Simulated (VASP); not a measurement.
Crystal: AlGeIr3.

```
Al Ge Ir
1.0
     4.06520    0.00000    0.00000
     0.00000    4.06520    0.00000
     0.00000    0.00000    4.06520
Al Ge Ir
1 1 3
Direct
  0.50000 0.50000 0.50000
  0.00000 0.00000 0.00000
  0.50000 0.50000 0.00000
  0.50000 0.00000 0.50000
  0.00000 0.50000 0.50000
```

```yaml
Program: VASP 6.6.1
Task: relaxation of cell and atoms
Functional: PBE
Potentials_or_basis: VASP PAW PBE potentials, release 64 (Al, Ge_d, Ir)
Cutoff: 600 eV
k_mesh: 4 × 4 × 4
Occupations: gaussian, width 0.1 eV
Spin: no spin polarisation
```

At the start: pressure 77.1 GPa; volume 13.44 Å³/atom.

Question: Where does the relaxation end?

Answer: Over 5 steps the energy falls by 856.1 meV/atom and the volume is 18.19 Å³/atom (+35.4 %); space group Pm-3m (No. 221, to 0.05 Å).

Step by step:
```csv
step,energy change (eV),largest force (eV/Å),pressure (GPa),volume (Å³)
1,0.0000,0.0000,77.11,67.18
2,1.7798,0.0000,-19.55,151.70
3,-4.2245,0.0000,-4.64,94.71
4,-4.2727,0.0000,-1.78,92.33
5,-4.2803,0.0000,0.01,90.97
```

Final structure:
```cif
data_structure
_symmetry_space_group_name_H-M 'P 1'
_symmetry_Int_Tables_number 1
_cell_length_a 4.4974
_cell_length_b 4.4974
_cell_length_c 4.4974
_cell_angle_alpha 90.000
_cell_angle_beta 90.000
_cell_angle_gamma 90.000
_cell_volume 90.97
loop_
_atom_site_label
_atom_site_type_symbol
_atom_site_fract_x
_atom_site_fract_y
_atom_site_fract_z
_atom_site_occupancy
Al1 Al 0.50000 0.50000 0.50000 1
Ge1 Ge 0.00000 0.00000 0.00000 1
Ir1 Ir 0.50000 0.50000 0.00000 1
Ir2 Ir 0.50000 0.00000 0.50000 1
Ir3 Ir 0.00000 0.50000 0.50000 1
```

Caveat: the k points lie up to 0.35 Å⁻¹ apart in the final cell; the volume moved by over 15 % at a fixed basis, so the end points are rough.
